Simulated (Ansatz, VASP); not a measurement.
This is a calculation of Sn for Ansatz 0.2.0.

input

```
crystal:
  lattice:
    - [-1.7604013028, 1.810370488, 2.3842034864]
    - [1.7604013028, -1.810370488, 2.3842034864]
    - [1.7604013028, 1.810370488, -2.3842034864]
  atoms:
    - { symbol: Sn, position: [0.0, 0.0, 0.0] }
hamiltonian:
  xc: hse06
  pseudopotentials: { kind: paw }
kpoints:
  mp_grid: { grid: [6, 6, 6] }
scf:
  occupations: { method: fermi_dirac, width: 0.05 }
output:
  forces: true
  stress: true
  eigenvalues: true
```

**Question.** Set up the same calculation for VASP 6.6.1. Potentials there: VASP PAW PBE potentials, release 64 (Sn_d).

**Answer.** As run (the cutoff follows the program's own potentials):

The input POSCAR:

```
Sn
1.0
   -1.7604013028      1.8103704880      2.3842034864
    1.7604013028     -1.8103704880      2.3842034864
    1.7604013028      1.8103704880     -2.3842034864
Sn
1
Direct
    0.0000000000      0.0000000000      0.0000000000
```

INCAR.step1

```
PREC = Accurate ; ENCUT = 520
EDIFF = 1E-5 ; ISMEAR = -1
SIGMA = 0.05 ; LREAL = False
LASPH = True ; NELM = 100
ALGO = Normal ; ISIF = 2
LWAVE = True ; GGA = PE
NBANDS = 13
```

The input INCAR.step2:

```
PREC = Accurate ; ENCUT = 520
EDIFF = 1E-6 ; ISMEAR = -1
SIGMA = 0.05 ; LREAL = False
LASPH = True ; NELM = 100
ALGO = Normal ; ISIF = 2
LWAVE = False ; LCHARG = True
GGA = PE ; LHFCALC = True
HFSCREEN = 0.2079 ; PRECFOCK = Normal
LELF = True ; LVHAR = True
ISTART = 1 ; NBANDS = 13
```

KPOINTS

```
Automatic mesh
0
Gamma
  6 6 6
```

Potentials or basis: VASP PAW PBE potentials, release 64 (Sn_d).

Launch:

```bash
$ cat potpaw_PBE.64/Sn_d/POTCAR > POTCAR
$ cp INCAR.step1 INCAR
$ mpirun -np 1 vasp_std > vasp.out
$ cp INCAR.step2 INCAR
$ mpirun -np 1 vasp_std > vasp.out
```

Both were run:

|  | VASP | Ansatz | Ansatz less VASP |
| --- | --- | --- | --- |
| gap on the k mesh at the Fermi level (eV) | none | none | - |
| pressure (GPa) | -3.5 | -3.5 | +0.06 |
| traceless stress, the component that is largest in VASP (GPa) | 2.28 | 2.27 | -0.003 |

A gap of «none» marks a metal or a gap that the smearing closes.

The k mesh is coarse, so the values compare programs but aren't converged.
